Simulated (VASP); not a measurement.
Sn7Se8 (a cell with a defect), 15 atoms in the cell. The cell holds a defect, 15 atoms: a = 8.444 Å, b = 8.444 Å, c = 8.444 Å, α = 120.00°, β = 120.00°, γ = 90.00°. 

* Program: VASP 6.6.1
* Task: single point
* Functional: PBE
* Dispersion: D3(BJ)
* Potentials or basis: VASP PAW PBE potentials, release 64 (Sn_d, Se)
* Cutoff: 520 eV
* k mesh: 4 × 4 × 4
* Occupations: gaussian, width 0.05 eV
* Spin: no spin polarisation
* Dipole correction: no
* Further INCAR settings: LREAL = Auto; ALGO = Normal; EDIFF = 1e-07; NBANDS = 86

Potentials or basis: VASP PAW PBE potentials, release 64 (Sn_d, Se).

The run is started by

```console
$ cat potpaw_PBE.64/Sn_d/POTCAR potpaw_PBE.64/Se/POTCAR > POTCAR
$ mpirun -np 1 vasp_std > vasp.out
```

Hardware: 1 thread of Intel(R) Xeon(R) Platinum 8375C CPU @ 2.90GHz (Ice Lake), with other jobs on the host.

Question: Estimate the wall time of this run.

Answer: It took 30 min on 1 thread of Intel(R) Xeon(R) Platinum 8375C CPU @ 2.90GHz (Ice Lake), on a shared host, peak memory 0.87 GiB. Counts: scf iterations 17, k points 24.
